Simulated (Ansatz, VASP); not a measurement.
# One calculation of InP, two programs

INCAR

```
SYSTEM = InP
PREC = Accurate
ENCUT = 600
EDIFF = 1E-6
ISMEAR = -1
SIGMA = 0.05
LREAL = .False.
LASPH = .True.
NELM = 60
ALGO = Normal
ISIF = 3
LWAVE = .False.
LCHARG = .False.
GGA = PS
IBRION = 2
NSW = 80
EDIFFG = -0.01
```

KPOINTS

```
Automatic mesh
0
Gamma
  6 6 6
  0 0 0
```

The input POSCAR:

```
InP
1.0
    0.0000000000      2.9305000000      2.9305000000
    2.9305000000      0.0000000000      2.9305000000
    2.9305000000      2.9305000000      0.0000000000
In P
1 1
Direct
    0.0000000000      0.0000000000      0.0000000000
    0.2500000000      0.2500000000      0.2500000000
```

Input for Ansatz:

```yaml
crystal:
  lattice:
    - [0.0, 2.9305, 2.9305]
    - [2.9305, 0.0, 2.9305]
    - [2.9305, 2.9305, 0.0]
  atoms:
    - { symbol: In, position: [0.0, 0.0, 0.0] }
    - { symbol: P, position: [0.25, 0.25, 0.25] }
kpoints:
  mp_grid:
    grid: [6, 6, 6]
hamiltonian:
  xc: pbesol
  dispersion: none
scf:
  convergence:
    dr2_threshold: 1.0e-10
  occupations:
    method: fermi_dirac
    width: 0.05
relax:
  cell: {}
```

Alike in both runs: task relaxation of cell and atoms; functional PBEsol; k mesh 6 × 6 × 6; occupations fermi-dirac, width 0.05 eV; no spin polarisation.

```csv
,VASP,Ansatz
version,VASP 6.6.1,Ansatz 0.2.0
potentials or method,"VASP PAW PBE potentials, release 64 (In_d, P)","plane waves, PAW"
plane-wave cutoff (eV),600,420
valence electrons in the cell,18,18
```

Ansatz gave:

| Quantity | Value |
| --- | --- |
| relaxed volume (Å³/atom) | 25.39 |
| relaxed cell length with the largest relative difference (Å) | 4.156 |

Task: What did VASP give for the same quantities?

Result: Relaxed volume (Å³/atom): 25.39; relaxed cell length with the largest relative difference (Å): 4.157.

VASP's potentials were made for PBE, not for PBEsol.
